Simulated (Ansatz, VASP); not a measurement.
**TaN in VASP and in Ansatz**

```xyz
2
Lattice="2.9380 0.0000 0.0000 -1.4690 2.5444 0.0000 0.0000 0.0000 2.8830" Properties=species:S:1:pos:R:3 pbc="T T T"
Ta    0.0000    1.6963    1.4415
N     0.0000    0.1000   -0.2000
```

Alike in both runs: task single point; functional r2SCAN; k mesh 18 × 18 × 16; occupations gaussian, width 0.15 eV; no spin polarisation.

```csv
,VASP,Ansatz
version,VASP 6.6.1,Ansatz 0.2.0
potentials or method,"VASP PAW PBE potentials, release 64 (Ta_pv, N), cutoff 520 eV","scalar-relativistic, plane waves, PAW"
valence electrons in the cell,16,18
```

|  | VASP | Ansatz | Ansatz less VASP |
| --- | --- | --- | --- |
| pressure (GPa) | 11.7 | 9.9 | -1.77 |
| traceless stress, the component that is largest in VASP (GPa) | -7.95 | -7.77 | +0.182 |
| rms of the force components (eV/Å) | 2.078 | 2.063 | -0.0153 |

VASP's potentials were made for PBE, not for r2SCAN. Atom by atom the forces differ by 0.017 eV/Å (rms over components). VASP's potentials hold 16 valence electrons a cell and Ansatz's 18, so a difference there can come from the potentials and not from the codes.

Spin-orbit coupling is off throughout.
